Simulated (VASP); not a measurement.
# GaAs (F-43m) in VASP: single point with PBE

Aim: the single point of GaAs with PBE.

Everything below comes from runs of VASP 6.6.1. Logs are shortened: lines on timing, memory, paths and dates and some standing lists are left out, and cuts for length are marked.

**1. The cell of the first run**

Symmetry: F-43m, No. 216, cubic system. Conventional cell: a = 5.666 Å, b = 5.666 Å, c = 5.666 Å, α = 90.00°, β = 90.00°, γ = 90.00°. Ga (site symmetry -43m) has 4 As at 2.45 Å within 3.2 Å. As (site symmetry -43m) has 4 Ga at 2.45 Å within 3.2 Å.

**2. Single point, PBE, non-collinear spin, zero start, spin-orbit coupling**

File INCAR:

```
SYSTEM = GaAs
  ALGO = Normal
  EDIFF = 1E-6
  ENCUT = 510
  GGA = PE
  GGA_COMPAT = .FALSE.
  ISIF = 2
  ISMEAR = -1
  LASPH = .TRUE.
  LCHARG = .FALSE.
  LORBIT = 11
  LORBMOM = .TRUE.
  LREAL = .FALSE.
  LSORBIT = .TRUE.
  LWAVE = .FALSE.
  MAGMOM = 0 0 0 0 0 0
  NBANDS = 40
  NELM = 200
  PREC = Accurate
  SIGMA = 0.02
```

File KPOINTS:

```
k-points
0
G
  8 8 8
  0 0 0
```

File POSCAR:

```
GaAs
1.0
    0.0000000000      2.8330831656      2.8330831656
    2.8330831656      0.0000000000      2.8330831656
    2.8330831656      2.8330831656      0.0000000000
Ga As
1 1
Direct
    0.0000000000      0.0000000000      0.0000000000
    0.2500000000      0.2500000000      0.2500000000
```

Potentials or basis: VASP PAW PBE potentials, release 64 (Ga_d, As_d).

The run is started by

```
$ cat potpaw_PBE.64/Ga_d/POTCAR potpaw_PBE.64/As_d/POTCAR > POTCAR
$ mpirun -np 1 vasp_ncl > vasp.out
```

OUTCAR:

```text
SYSTEM = GaAs
   EDIFF = 1E-6
   ENCUT = 510
   GGA = PE
   ISIF = 2
   ISMEAR = -1
   LASPH = .TRUE.
   LORBIT = 11
   LREAL = .FALSE.
   LSORBIT = .TRUE.
   NELM = 200
   PREC = Accurate

 ion  position               nearest neighbor table
   1  0.000  0.000  0.000-   2 2.45   2 2.45   2 2.45   2 2.45
   2  0.250  0.250  0.250-   1 2.45   1 2.45   1 2.45   1 2.45

  LATTYP: Found a face centered cubic cell.
 ALAT       =     5.6661663312

  Lattice vectors:

 A1 = (   0.0000000000,   2.8330831656,   2.8330831656)
 A2 = (   2.8330831656,   0.0000000000,   2.8330831656)
 A3 = (   2.8330831656,   2.8330831656,   0.0000000000)

Analysis of symmetry for initial positions (statically):
=====================================================================
 Subroutine PRICEL returns:
 Original cell was already a primitive cell.

 Routine SETGRP: Setting up the symmetry group for a
 face centered cubic supercell.

 Subroutine GETGRP returns: Found 24 space group operations
 (whereof 24 operations were pure point group operations)
 out of a pool of 48 trial point group operations.

The static configuration has the point symmetry T_d .

Analysis of symmetry for dynamics (positions and initial velocities):
=====================================================================
 Subroutine PRICEL returns:
 Original cell was already a primitive cell.

 Routine SETGRP: Setting up the symmetry group for a
 face centered cubic supercell.

 Subroutine GETGRP returns: Found 24 space group operations
 (whereof 24 operations were pure point group operations)
 out of a pool of 48 trial point group operations.

The dynamic configuration has the point symmetry T_d .

Analysis of structural, dynamic, and magnetic symmetry:
=====================================================================
 Subroutine PRICEL returns:
 Original cell was already a primitive cell.

 Routine SETGRP: Setting up the symmetry group for a
 face centered cubic supercell.

 Subroutine GETGRP returns: Found 24 space group operations
 (whereof 24 operations were pure point group operations)
 out of a pool of 48 trial point group operations.

The overall configuration has the point symmetry T_d .

 Subroutine INISYM returns: Found 24 space group operations
 (whereof 24 operations are pure point group operations),
 and found     1 'primitive' translations

----------------------------------------------------------------------------------------

                                     Primitive cell
[... 1208 lines left out ...]
 -----------------------------------------------------------------------------------
    total drift:                               -0.000001     -0.000001     -0.000001

  FREE ENERGIE OF THE ION-ELECTRON SYSTEM (eV)
  ---------------------------------------------------
  free  energy   TOTEN  =        -8.2870481311 eV

  energy  without entropy=       -8.2870478523  energy(sigma->0) =       -8.28704799

 orbital moment (x)

 # of ion     p       d       tot
 ----------------------------------------
  1        -0.000   0.000  -0.000
  2        -0.000  -0.000  -0.000
 ----------------------------------------
           -0.000  -0.000  -0.000

 orbital moment (y)

 # of ion     p       d       tot
 ----------------------------------------
  1        -0.000   0.000   0.000
  2        -0.000  -0.000  -0.000
 ----------------------------------------
           -0.000   0.000  -0.000

 orbital moment (z)

 # of ion     p       d       tot
 ----------------------------------------
  1         0.000  -0.000   0.000
  2         0.000  -0.000  -0.000
 ----------------------------------------
            0.000  -0.000   0.000

 Spin-Orbit-Coupling matrix elements

 Ion:    1  E_soc:     -0.0119138
 l=   1
     0.0000000    -0.0011532    -0.0011532
    -0.0011532     0.0000000    -0.0011532
    -0.0011532    -0.0011532     0.0000000
 l=   2
     0.0000000    -0.0001659     0.0000000    -0.0001659    -0.0006666
    -0.0001659     0.0000000    -0.0005000    -0.0001659    -0.0001667
     0.0000000    -0.0005000     0.0000000    -0.0005000     0.0000000
    -0.0001659    -0.0001659    -0.0005000     0.0000000    -0.0001667
    -0.0006666    -0.0001667     0.0000000    -0.0001667     0.0000000
 l=   3
     0.0000000     0.0000000     0.0000000     0.0000000     0.0000000     0.0000000     0.0000000
     0.0000000     0.0000000     0.0000000     0.0000000     0.0000000     0.0000000     0.0000000
     0.0000000     0.0000000     0.0000000     0.0000000     0.0000000     0.0000000     0.0000000
     0.0000000     0.0000000     0.0000000     0.0000000     0.0000000     0.0000000     0.0000000
     0.0000000     0.0000000     0.0000000     0.0000000     0.0000000     0.0000000     0.0000000
     0.0000000     0.0000000     0.0000000     0.0000000     0.0000000     0.0000000     0.0000000
     0.0000000     0.0000000     0.0000000     0.0000000     0.0000000     0.0000000     0.0000000

 Ion:    2  E_soc:     -0.0281034
 l=   1
     0.0000000    -0.0036748    -0.0036748
    -0.0036748     0.0000000    -0.0036748
    -0.0036748    -0.0036748     0.0000000
 l=   2
     0.0000000    -0.0002038     0.0000000    -0.0002038    -0.0008053
    -0.0002038     0.0000000    -0.0006040    -0.0002038    -0.0002013
     0.0000000    -0.0006040     0.0000000    -0.0006040     0.0000000
    -0.0002038    -0.0002038    -0.0006040     0.0000000    -0.0002013
    -0.0008053    -0.0002013     0.0000000    -0.0002013     0.0000000
 l=   3
     0.0000000     0.0000000     0.0000000     0.0000000     0.0000000     0.0000000     0.0000000
     0.0000000     0.0000000     0.0000000     0.0000000     0.0000000     0.0000000     0.0000000
     0.0000000     0.0000000     0.0000000     0.0000000     0.0000000     0.0000000     0.0000000
     0.0000000     0.0000000     0.0000000     0.0000000     0.0000000     0.0000000     0.0000000
     0.0000000     0.0000000     0.0000000     0.0000000     0.0000000     0.0000000     0.0000000
     0.0000000     0.0000000     0.0000000     0.0000000     0.0000000     0.0000000     0.0000000
     0.0000000     0.0000000     0.0000000     0.0000000     0.0000000     0.0000000     0.0000000

 total charge

# of ion       s       p       d       tot
------------------------------------------
    1        0.881   0.795   9.994  11.669
    2        1.448   2.188  10.044  13.680
--------------------------------------------------
tot          2.328   2.983  20.038  25.349

 magnetization (x)

# of ion       s       p       d       tot
------------------------------------------
    1        0.000   0.000  -0.000   0.000
    2        0.000  -0.000   0.000  -0.000
--------------------------------------------------
tot          0.000   0.000  -0.000   0.000

 magnetization (y)

# of ion       s       p       d       tot
------------------------------------------
    1        0.000  -0.000  -0.000  -0.000
    2        0.000   0.000   0.000   0.000
--------------------------------------------------
tot          0.000   0.000  -0.000  -0.000

 magnetization (z)

# of ion       s       p       d       tot
------------------------------------------
    1        0.000   0.000  -0.000   0.000
    2       -0.000  -0.000  -0.000  -0.000
--------------------------------------------------
tot         -0.000   0.000  -0.000   0.000
```

Wall time 3.1 min (1 thread of Intel Xeon Platinum 8375C at 2.90GHz (Ice Lake), shared host); peak memory 0.34 GiB.

What came out:

```
Free energy                                           : -8.2870 eV
Pressure                                              : 2.7 GPa
Net moment                                            : 0.00 μB per cell
Valence electrons inside the program's atomic spheres : Ga 11.67; As 13.68
```

Moments on the atoms (μB; x, y, z):
```
Ga  0.00 0.00 0.00
As  0.00 0.00 0.00
```
